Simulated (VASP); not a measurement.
The system is Pd.

```
Pd
1.0
     1.54500    1.54500    1.54500
    -1.54500    1.54500    1.54500
    -1.54500   -1.54500    1.54500
Pd
1
Direct
  0.00000 0.00000 0.00000
```

```yaml
Program: VASP 6.6.1
Task: relaxation of cell and atoms
Functional: LDA
Potentials_or_basis: VASP PAW LDA potentials, release 64 (Pd)
Cutoff: 500 eV
k_mesh: 10 × 10 × 10
Occupations: fermi-dirac, width 0.05 eV
Spin: no spin polarisation
```

At the start: pressure -6.9 GPa; volume 14.75 Å³/atom.

**Question.** How do energy, volume and symmetry change on relaxing?

**Answer.** Over 4 steps the energy falls by 11.2 meV/atom and the volume is 14.25 Å³/atom (-3.4 %); space group Im-3m (No. 229, to 0.05 Å).

Step by step:
```csv
step,energy change (eV),largest force (eV/Å),pressure (GPa),volume (Å³)
1,0.0000,0.0000,-6.87,14.75
2,0.0247,0.0000,15.12,13.44
3,-0.0111,0.0000,-0.14,14.26
4,-0.0112,0.0000,0.01,14.25
```

Final structure:
```
CELL_PARAMETERS angstrom
1.52730 1.52730 1.52730
-1.52730 1.52730 1.52730
-1.52730 -1.52730 1.52730
ATOMIC_POSITIONS crystal
Pd 0.00000 0.00000 0.00000
```
